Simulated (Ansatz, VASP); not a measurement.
**Zr: VASP beside Ansatz**

INCAR

```
SYSTEM = Zr
  AGGAC = 1.0
  AGGAX = 1.0
  ALDAC = 0.0
  ALDAX = 1.0
  ALGO = Normal
  EDIFF = 1E-6
  ENCUT = 520
  GGA = B5
  ISIF = 2
  ISMEAR = -1
  LASPH = .True.
  LCHARG = .False.
  LREAL = .False.
  LWAVE = .False.
  NBANDS = 25
  NELM = 100
  PREC = Accurate
  SIGMA = 0.1
```

The input KPOINTS:

```
k-points
0
Gamma
  10 10 13
  0 0 0
```

The input POSCAR:

```
Zr
1.0
    5.1071879473      0.0000000000      0.0000000000
   -2.5535939737      4.4229545043      0.0000000000
    0.0000000000      0.0000000000      3.1775949787
Zr
3
Direct
    1.0000000000      1.0000000000      0.0000000000
    0.3333333333      0.6666666667      0.5000000000
    0.6666666667      0.3333333333      0.5000000000
```

Input for Ansatz:

```yaml
crystal:
  lattice:
    - [5.1071879473, 0.0, 0.0]
    - [-2.5535939737, 4.4229545043, 0.0]
    - [0.0, 0.0, 3.1775949787]
  atoms:
    - { symbol: Zr, position: [1.0, 1.0, 0.0] }
    - { symbol: Zr, position: [0.3333333333, 0.6666666667, 0.5] }
    - { symbol: Zr, position: [0.6666666667, 0.3333333333, 0.5] }
hamiltonian:
  xc: blyp
  pseudopotentials:
    kind: paw
    azcp:
      Zr: "pseudopotentials/Zr.paw.azcp"
basis:
  ecutwfc: 420
  fft_grid_basis: typed
kpoints:
  mp_grid: { grid: [10, 10, 13], shift: [0, 0, 0] }
magnetization:
  spin_polarized: false
scf:
  occupations: { method: fermi_dirac, width: 0.1 }
output:
  stress: true
```

Alike in both runs: task single point; functional BLYP; k mesh 10 × 10 × 13; occupations fermi-dirac, width 0.1 eV; no spin polarisation.

|  | VASP | Ansatz |
| --- | --- | --- |
| version | VASP 6.6.1 | Ansatz 0.2.0 |
| potentials or method | VASP PAW PBE potentials, release 64 (Zr_sv), cutoff 520 eV | plane waves (420 eV) with PAW, scalar-relativistic |
| valence electrons in the cell | 36 | 36 |

Ansatz gave:

- pressure (GPa): 0.0

Task: Which values does VASP return?

Result: Pressure (GPa): 0.1.

VASP's potentials were made for PBE, not for BLYP.
